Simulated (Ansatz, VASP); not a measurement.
# One calculation of Mg, two programs

```xyz
2
Lattice="3.2099 0.0000 0.0000 -1.6050 2.7799 0.0000 0.0000 0.0000 5.1399" Properties=species:S:1:pos:R:3 pbc="T T T"
Mg    0.0000    1.8533    1.2850
Mg    1.6050    0.9266    3.8550
```

Alike in both runs: functional PBE; k mesh 15 × 15 × 8; occupations gaussian, width 0.1 eV; no spin polarisation.

Ansatz relaxed the structure, and its values are those at the end. VASP's run is a single point on that final structure, the one shown.

|  | VASP | Ansatz |
| --- | --- | --- |
| version | VASP 6.6.1 | Ansatz 0.2.0 |
| potentials or method | VASP PAW PBE potentials, release 64 (Mg), cutoff 520 eV | scalar-relativistic, plane waves, PAW |
| valence electrons in the cell | 4 | 20 |

|  | VASP | Ansatz | Ansatz less VASP |
| --- | --- | --- | --- |
| gap on the k mesh at the Fermi level (eV) | none | none | - |
| pressure (GPa) | -0.1 | 0.0 | +0.12 |

A gap of «none» marks a metal or a gap that the smearing closes. The functional is the same, so the differences come from potentials, cutoffs and numerics. VASP's potentials hold 4 valence electrons a cell and Ansatz's 20, so a difference there can come from the potentials and not from the codes.
